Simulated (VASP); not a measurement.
A run of VASP 6.6.1 is set up as follows.

File INCAR:

```
  PREC = Accurate
  ENCUT = 520
  EDIFF = 1E-6
  ISMEAR = 0
  SIGMA = 0.15
  LREAL = F
  LASPH = T
  NELM = 100
  ALGO = Fast
  ISIF = 2
  LWAVE = F
  LCHARG = F
  GGA = PS
  NBANDS = 36
```

KPOINTS

```
regular mesh
0
Gamma
  18 18 5
```

Contents of POSCAR:

```
W
1.0
   -1.5973000000      1.5973000000     -1.5973000000
   -1.5973000000     -1.5973000000      1.5973000000
   -0.9583800000      6.3892000000      6.3892000000
W
4
Direct
   -0.2625000000     -0.2625000000      0.8750000000
    0.4625000000      0.4625000000      0.1250000000
   -0.1125000000     -0.1125000000      0.3750000000
    0.3125000000      0.3125000000      0.6250000000
```

Potentials or basis: VASP PAW PBE potentials, release 64 (W_sv).

Run with:

```sh
$ cat potpaw_PBE.64/W_sv/POTCAR > POTCAR
$ mpirun -np 1 vasp_std > vasp.out
```

**Question.** What does it give for the pressure?

**Answer.** -3.2 GPa.

**Question.** What does it give for the band gap on the k mesh?

**Answer.** Zero (bands 28 and 29 overlap by 2.15 eV).

**Question.** What does it give for the largest force?

**Answer.** 4.038 eV/Å.

Stress tensor (GPa, compression positive):
```
-8.47  8.82  8.82
 8.82 -0.52  9.65
 8.82  9.65 -0.52
```

Caveat: the cell stands under tension; the PAW data sets were made with another functional, which shifts forces and pressure a little; spin-orbit coupling is left out, which moves the levels of the heavy elements.
